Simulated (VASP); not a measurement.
# Ti3H in VASP: a series of runs

Runs on Ti3H. Level: PBE. Tasks: single point.

All numbers are computed with VASP 6.6.1; they aren't measurements. Logs are shortened: lines on timing, memory, paths and dates and some standing lists are left out, and cuts for length are marked.

## Step 1: The cell of the first run

The cell holds a slab with vacuum, 8 atoms: a = 4.604 Å, b = 4.604 Å, c = 22.497 Å, α = 90.00°, β = 90.00°, γ = 120.00°.

## Step 2: Single point, PBE

Contents of INCAR:

```
SYSTEM = Ti3H
ALGO     = Normal         ! electronic algorithm
DIPOL    = 0.5 0.5 0.318
EDIFF    = 1E-6           ! SCF threshold, eV
ENCUT    = 520            ! plane-wave cutoff, eV
GGA      = PE             ! functional
IDIPOL   = 3            
ISIF     = 2              ! what is computed and relaxed
ISMEAR   = 0              ! smearing method
LASPH    = .True.         ! aspherical terms in the spheres
LCHARG   = .True.         ! write CHGCAR
LDIPOL   = .True.       
LELF     = .True.         ! ELF
LREAL    = .False.        ! projectors in reciprocal space
LVACPOTAV= .True.       
LVHAR    = .True.       
LWAVE    = .False.        ! write WAVECAR
NBANDS   = 47             ! bands
NELM     = 100            ! most SCF steps
PREC     = Accurate       ! precision mode
SIGMA    = 0.1            ! smearing width, eV
```

Contents of KPOINTS:

```
k-points
0
Gamma
  6 6 1
  0 0 0
```

Contents of POSCAR:

```
Ti3H
1.0
    4.6037402164      0.0000000000      0.0000000000
   -2.3018701082      3.9869559799      0.0000000000
    0.0000000000      0.0000000000     22.4968206792
Ti H
6 2
Direct
    0.6666666667      0.3333333333      0.1778029019
    0.3333333333      0.6666666667      0.2195747837
    0.0000000000      0.0000000000      0.2613466656
    0.6666666667      0.3333333333      0.2980472718
    0.3333333333      0.6666666667      0.3304570052
    0.0000000000      0.0000000000      0.3776898434
    0.2121905369      1.0000000000      0.4403653663
    0.7878094631      1.0000000000      0.4403653663
```

Potentials or basis: VASP PAW PBE potentials, release 64 (Ti_sv, H).

Launch:

```bash
$ cat potpaw_PBE.64/Ti_sv/POTCAR potpaw_PBE.64/H/POTCAR > POTCAR
$ mpirun -np 1 vasp_std > vasp.out
```

OUTCAR:

```text
SYSTEM = Ti3H
   EDIFF = 1E-6
   ENCUT = 520
   GGA = PE
   ISIF = 2
   ISMEAR = 0
   LASPH = .True.
   LREAL = .False.
   NELM = 100
   PREC = Accurate

 ion  position               nearest neighbor table
   1  0.667  0.333  0.178-   4 2.71   2 2.82   2 2.82   2 2.82
   2  0.333  0.667  0.220-   5 2.49   1 2.82   1 2.82   3 2.82   1 2.82   3 2.82   3 2.82
   3  0.000  0.000  0.261-   6 2.62   4 2.78   4 2.78   4 2.78   2 2.82   2 2.82   2 2.82
   4  0.667  0.333  0.298-   1 2.71   5 2.76   5 2.76   5 2.76   3 2.78   3 2.78   3 2.78
   5  0.333  0.667  0.330-   2 2.49   4 2.76   4 2.76   4 2.76   6 2.86   6 2.86   6 2.86
   6  0.000  0.000  0.378-   7 1.72   8 1.72   3 2.62   5 2.86   5 2.86   5 2.86
   7  0.212  0.000  0.440-   6 1.72
   8  0.788  0.000  0.440-   6 1.72

  LATTYP: Found a hexagonal cell.
 ALAT       =     4.6037402164
 C/A-ratio  =     4.8866399105

  Lattice vectors:

 A1 = (   4.6037402164,   0.0000000000,   0.0000000000)
 A2 = (  -2.3018701082,   3.9869559799,   0.0000000000)
 A3 = (   0.0000000000,   0.0000000000,  22.4968206792)

Analysis of symmetry for initial positions (statically):
=====================================================================
 Subroutine PRICEL returns:
 Original cell was already a primitive cell.

 Routine SETGRP: Setting up the symmetry group for a
 hexagonal supercell.

 Subroutine GETGRP returns: Found  2 space group operations
 (whereof  2 operations were pure point group operations)
 out of a pool of 24 trial point group operations.

The static configuration has the point symmetry C_1h.

Analysis of symmetry for dynamics (positions and initial velocities):
=====================================================================
 Subroutine PRICEL returns:
 Original cell was already a primitive cell.

 Routine SETGRP: Setting up the symmetry group for a
 hexagonal supercell.

 Subroutine GETGRP returns: Found  2 space group operations
 (whereof  2 operations were pure point group operations)
 out of a pool of 24 trial point group operations.

The dynamic configuration has the point symmetry C_1h.

 Subroutine INISYM returns: Found  2 space group operations
 (whereof  2 operations are pure point group operations),
 and found     1 'primitive' translations

----------------------------------------------------------------------------------------

                                     Primitive cell

  volume of cell :     412.9271

  direct lattice vectors                    reciprocal lattice vectors
     4.603740216  0.000000000  0.000000000     0.217214689  0.125408959  0.000000000
    -2.301870108  3.986955980  0.000000000     0.000000000  0.250817918  0.000000000
     0.000000000  0.000000000 22.496820679     0.000000000  0.000000000  0.044450725

  length of vectors
     4.603740216  4.603740216 22.496820679     0.250817918  0.250817918  0.044450725

  position of ions in fractional coordinates (direct lattice)
     0.666666667  0.333333333  0.177802902
     0.333333333  0.666666667  0.219574784
     0.000000000  0.000000000  0.261346666
     0.666666667  0.333333333  0.298047272
     0.333333333  0.666666667  0.330457005
     0.000000000  0.000000000  0.377689843
     0.212190537  0.000000000  0.440365366
     0.787809463  0.000000000  0.440365366

  ion indices of the primitive-cell ions
   primitive index   ion index
                 1           1
                 2           2
                 3           3
                 4           4
                 5           5
                 6           6
                 7           7
                 8           8

----------------------------------------------------------------------------------------

 KPOINTS: k-points

Automatic generation of k-mesh.
 Grid dimensions read from file:
 generate k-points for:    6    6    1

 Generating k-lattice:

  Cartesian coordinates                     Fractional coordinates (reciprocal lattice)
     0.036202448  0.020901493  0.000000000     0.166666667  0.000000000  0.000000000
     0.000000000  0.041802986  0.000000000     0.000000000  0.166666667  0.000000000
     0.000000000  0.000000000  0.044450725     0.000000000  0.000000000  1.000000000

  Length of vectors
     0.041802986  0.041802986  0.044450725

  Shift w.r.t. Gamma in fractional coordinates (k-lattice)
     0.000000000  0.000000000  0.000000000

 Subroutine IBZKPT returns following result:
 ===========================================

 Found     13 irreducible k-points:

 Following reciprocal coordinates:
            Coordinates               Weight
  0.000000  0.000000  0.000000      1.000000
  0.166667  0.000000  0.000000      4.000000
  0.000000  0.166667  0.000000      2.000000
  0.333333  0.000000  0.000000      4.000000
  0.000000  0.333333  0.000000      2.000000
  0.500000 -0.000000  0.000000      2.000000
  0.000000  0.500000  0.000000      1.000000
  0.166667  0.166667  0.000000      4.000000
 -0.333333  0.166667  0.000000      2.000000
  0.333333  0.166667  0.000000      4.000000
 -0.166667  0.500000  0.000000      4.000000
  0.500000  0.333333  0.000000      4.000000
  0.333333  0.333333  0.000000      2.000000
   k-points           NKPTS =     13   k-points in BZ     NKDIM =     13   number of bands    NBANDS=     47
   number of dos      NEDOS =    301   number of ions     NIONS =      8
   total plane-waves  NPLWV = 217728
   dimension x,y,z NGX =    36 NGY =   36 NGZ =  168
   dimension x,y,z NGXF=    72 NGYF=   72 NGZF=  336
   ions per type =               6   2
   NGX,Y,Z   is equivalent  to a cutoff of  13.00, 13.00, 12.41 a.u.
   NGXF,Y,Z  is equivalent  to a cutoff of  26.00, 26.00, 24.83 a.u.
 SYSTEM =  Ti3H
   PREC   = accura    normal or accurate (medium, high low for compatibility)
   ISTART =      0    job   : 0-new  1-cont  2-samecut
   ICHARG =      2    charge: 1-file 2-atom 10-const
   ISPIN  =      1    spin polarized calculation?
   LNONCOLLINEAR =      F non collinear calculations
   LSORBIT =      F    spin-orbit coupling
   LASPH  =      T    aspherical Exc in radial PAW
   ENCUT  =  520.0 eV  38.22 Ry    6.18 a.u.   8.56  8.56 41.83*2*pi/ulx,y,z
   NELM   =    100;   NELMIN=  2; NELMDL= -5     # of ELM steps
   EDIFF  = 0.1E-05   stopping-criterion for ELM
   LREAL  =      F    real-space projection
   EDIFFG = 0.1E-04   stopping-criterion for IOM
   NSW    =      0    number of steps for IOM
   IBRION =     -1    ionic relax: 0-MD 1-quasi-New 2-CG
   NFREE  =      0    steps in history (QN), initial steepest desc. (CG)
   ISIF   =      2    stress and relaxation
   ISYM   =      2    0-nonsym 1-usesym 2-fastsym
   POTIM  = 0.5000    time-step for ionic-motion
   TEBEG  =    0.0;   TEEND  =   0.0 temperature during run
   PSTRESS=    0.0 pullay stress
   NELECT =      74.0000    total number of electrons
   NUPDOWN=      -1.0000    fix difference up-down
   EMIN   =  10.00;   EMAX   =-10.00  energy-range for DOS
   EFERMI =   0.00;   METHOD = LEGACY
   ISMEAR =     0;   SIGMA  =   0.10  broadening in eV -4-tet -1-fermi 0-gaus
   EFERMI_NEDOS =   21; number of points for ismear=-14 and -15
   IALGO  =     38    algorithm
   IMIX   =      4    mixing-type and parameters
     AMIX     =   0.40;   BMIX     =  1.00
     AMIX_MAG =   1.60;   BMIX_MAG =  1.00
  volume/ion in A,a.u.               =      51.62       348.32
  Fermi-wavevector in a.u.,A,eV,Ry     =   0.922984  1.744187 11.590801  0.851900
  Thomas-Fermi vector in A             =   2.048571
   LORBIT       =      0    0 simple, 1 ext, 2 COOP (PROOUT), +10 PAW based schemes
   GGA     = PE    functional components
   LHFCALC =     F    Hartree Fock is set to
   AEXX    =    0.0000 exact exchange contribution
   IVDW    =     0    specifies the selected vdW correction
   LEPSILON=     F    determine dielectric tensor
   LRPA    =     F    only Hartree local field effects (RPA)
 non-spin polarized calculation
 Gauss-broadening in eV      SIGMA  =   0.10
  energy-cutoff  :      520.00
  volume of cell :      412.93
 maximum number of plane-waves:     11163
 NGX is ok and might be reduce to    36
   NGX = 17   NGY = 17   NGZ = 83

 dipolmoment           0.000000      0.000000     -0.194330 electrons x Angstroem

 number of electron      73.9999980 magnetization

 dipolmoment           0.000000      0.000000      0.310614 electrons x Angstroem

 Free energy of the ion-electron system (eV)
  ---------------------------------------------------
  ext. energy  EPLUGINS =         0.00000000
  ---------------------------------------------------
  free energy    TOTEN  =       -47.22833194 eV

  energy without entropy =      -47.14469373  energy(sigma->0) =      -47.18651284

 E-fermi :  -1.5490     XC(G=0):  -4.0112

 val. band max:       -1.5576160498   @ k =   0.0000   0.1667   0.0000
 cond. band min:      -1.5460611980   @ k =  -0.3333   0.1667   0.0000
 fundamental gap:      0.0115548517
 Fermi energy:        -1.5490345246

 k-point     1 :       0.0000    0.0000    0.0000
  band No.  band energies     occupation
      1     -58.6418      2.00000
      2     -58.1973      2.00000
      3     -58.0716      2.00000
      4     -57.9724      2.00000
      5     -57.9157      2.00000
      6     -57.8336      2.00000
[... 39 lines left out ...]
     46       0.2299      0.00000
     47       0.2325      0.00000

 k-point     2 :       0.1667    0.0000    0.0000
  band No.  band energies     occupation
      1     -58.6412      2.00000
      2     -58.1946      2.00000
      3     -58.0644      2.00000
      4     -57.9742      2.00000
      5     -57.9212      2.00000
      6     -57.8370      2.00000
[... 39 lines left out ...]
     46       0.1980      0.00000
     47       0.2176      0.00000

 k-point     3 :       0.0000    0.1667    0.0000
  band No.  band energies     occupation
      1     -58.6412      2.00000
      2     -58.1946      2.00000
      3     -58.0644      2.00000
      4     -57.9742      2.00000
      5     -57.9212      2.00000
      6     -57.8370      2.00000
[... 39 lines left out ...]
     46       0.2031      0.00000
     47       0.2234      0.00000

 k-point     4 :       0.3333    0.0000    0.0000
  band No.  band energies     occupation
      1     -58.6400      2.00000
      2     -58.1896      2.00000
      3     -58.0459      2.00000
      4     -57.9789      2.00000
      5     -57.9350      2.00000
      6     -57.8437      2.00000
[... 389 lines left out ...]
     46      -0.0908      0.00000
     47       0.2174      0.00000

 k-point    12 :       0.5000    0.3333    0.0000
  band No.  band energies     occupation
      1     -58.6394      2.00000
      2     -58.1874      2.00000
      3     -58.0338      2.00000
      4     -57.9788      2.00000
      5     -57.9472      2.00000
      6     -57.8467      2.00000
[... 39 lines left out ...]
     46       0.0662      0.00000
     47       0.1957      0.00000

 k-point    13 :       0.3333    0.3333    0.0000
  band No.  band energies     occupation
      1     -58.6392      2.00000
      2     -58.1864      2.00000
      3     -58.0276      2.00000
      4     -57.9674      2.00000
      5     -57.9648      2.00000
      6     -57.8481      2.00000
[... 39 lines left out ...]
     46      -0.1536      0.00000
     47       0.0905      0.00000

------------------------ aborting loop because EDIFF is reached ----------------------------------------

  FORCE on cell =-STRESS in cart. coord.  units (eV):
  Direction    XX          YY          ZZ          XY          YZ          ZX
  --------------------------------------------------------------------------------------
  -------------------------------------------------------------------------------------
  Total       -1.4873148     -2.2667199      1.6287756      0.0000000     -0.9437892      0.0000000
  in kB       -5.7708541     -8.7949838      6.3197287      0.0000000     -3.6619482      0.0000000
  external PRESSURE =      -2.7487031 kB  Pullay stress =       0.0000000 kB

 VOLUME and BASIS-vectors are now :
 -----------------------------------------------------------------------------
  energy-cutoff  :      520.00
  volume of cell :      412.93
      direct lattice vectors                 reciprocal lattice vectors
     4.603740216  0.000000000  0.000000000     0.217214689  0.125408959  0.000000000
    -2.301870108  3.986955980  0.000000000     0.000000000  0.250817918  0.000000000
     0.000000000  0.000000000 22.496820679     0.000000000  0.000000000  0.044450725

 POSITION                                       TOTAL-FORCE (eV/Angst)
 -----------------------------------------------------------------------------------
      2.30187      1.32899      4.00000         0.000000     -0.036866      0.064079
     -0.00000      2.65797      4.93973         0.000000      0.068355      0.475864
      0.00000      0.00000      5.87947         0.000000     -0.039886     -1.026149
      2.30187      1.32899      6.70512         0.000000      0.186668     -0.747150
     -0.00000      2.65797      7.43423         0.000000      0.033287      0.747175
      0.00000      0.00000      8.49682        -0.000000      0.214696      0.192597
      0.97687      0.00000      9.90682         0.261567     -0.213127      0.146792
      3.62687      0.00000      9.90682        -0.261567     -0.213127      0.146792
 -----------------------------------------------------------------------------------
    total drift:                                0.000000     -0.000001      0.000103

  FREE ENERGIE OF THE ION-ELECTRON SYSTEM (eV)
  ---------------------------------------------------
  free  energy   TOTEN  =       -47.2283319409 eV

  energy  without entropy=      -47.1446937298  energy(sigma->0) =      -47.18651284

 vacuum level on the upper side and lower side of the slab         4.921         1.859
```

Wall time 11 min (1 thread of Intel Xeon Platinum 8488C (Sapphire Rapids), shared host); peak memory 0.56 GiB.

Results:

```yaml
Free_energy: -47.2283 eV
Largest_force: 1.027 eV/Å
Band_gap_on_the_k_mesh: zero (band 37 reaches -1.41 eV, above the bottom of band 38 at -1.65 eV)
```

Forces on the atoms (eV/Å):
```
Ti   0.000 -0.037  0.064
Ti   0.000  0.068  0.476
Ti   0.000 -0.040 -1.026
Ti   0.000  0.187 -0.747
Ti   0.000  0.033  0.747
Ti   0.000  0.215  0.193
H    0.262 -0.213  0.147
H   -0.262 -0.213  0.147
```

(Part 1 of 2 ends here.)
